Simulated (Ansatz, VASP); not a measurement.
**BN: VASP beside Ansatz**

```xyz
4
Lattice="2.4889 0.0000 0.0000 -1.2445 2.1555 0.0000 0.0000 0.0000 6.4957" Properties=species:S:1:pos:R:3 pbc="T T T"
B     0.0000    1.4370    1.6239
B     1.2445    0.7185    4.8717
N     0.0000    1.4370    4.8717
N     1.2445    0.7185    1.6239
```

Alike in both runs: functional LDA; k mesh 12 × 12 × 4; occupations gaussian, width 0.02 eV; no spin polarisation.

Ansatz relaxed the structure, and its values are those at the end. VASP's run is a single point on that final structure, the one shown.

|  | VASP | Ansatz |
| --- | --- | --- |
| version | VASP 6.6.1 | Ansatz 0.2.0 |
| potentials or method | VASP PAW LDA potentials, release 64 (B, N), cutoff 520 eV | scalar-relativistic, plane waves, PAW |
| valence electrons in the cell | 16 | 16 |

VASP gave:

| Quantity | Value |
| --- | --- |
| gap on the k mesh at the Fermi level (eV) | 4.05 |
| least direct gap on the mesh (eV) | 4.47 |
| pressure (GPa) | 0.4 |

Q: Estimate Ansatz's values.

A: gap on the k mesh at the Fermi level (eV): 4.07; least direct gap on the mesh (eV): 4.49; pressure (GPa): 0.0.

LDA's correlation is that of Perdew and Zunger in VASP and of Perdew and Wang (1992) in Ansatz.
